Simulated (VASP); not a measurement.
Runs of VASP 6.6.1 on Os. The structure is that of space group Fm-3m (No. 225), or close to it. The cells are those of the table. This isn't the form of Os at room conditions, which is hcp.

```tsv
task	cell	gap on the mesh (eV)	pressure (GPa)
relaxation of cell and atoms	relaxed to 10 GPa from a = 2.701 Å, angles 60.0°, 1 atom	none	10.0
relaxation of cell and atoms	relaxed to 5 GPa from a = 2.701 Å, angles 60.0°, 1 atom	none	4.9
single point	a = 2.682 Å, angles 60.0°, 1 atom	none	(a)
single point	a = 2.692 Å, angles 60.0°, 1 atom	none	5.9
single point	a = 2.702 Å, angles 60.0°, 1 atom	none	0.7
relaxation of cell and atoms	relaxed from a = 2.701 Å, angles 60.0°, 1 atom	none	0.0
single point	a = 2.664 Å, angles 60.0°, 1 atom	none	21.4
relaxation of cell and atoms	relaxed to 20 GPa from a = 2.701 Å, angles 60.0°, 1 atom	none	20.0
```

Alike in all rows: level PBEsol; potentials or basis VASP PAW PBE potentials, release 64 (Os); no spin polarisation; k mesh 10 × 10 × 10; cutoff (eV) 600; smearing methfessel-paxton 0.05 eV.

Task: Fill in the values left out.

Result: (a) 11.1.

Caveats: the PAW data sets were made with another functional, which shifts forces and pressure a little; spin-orbit coupling is left out, which moves the levels of the heavy elements; the cell is relaxed towards a set pressure, so the run minimises the enthalpy, not the energy (at least some runs); the cell stands under pressure (at least some runs).

A k mesh can miss the band edges, and the runs leave out spin-orbit coupling on Os.

A gap of «none» marks levels without a gap at the run's occupations.
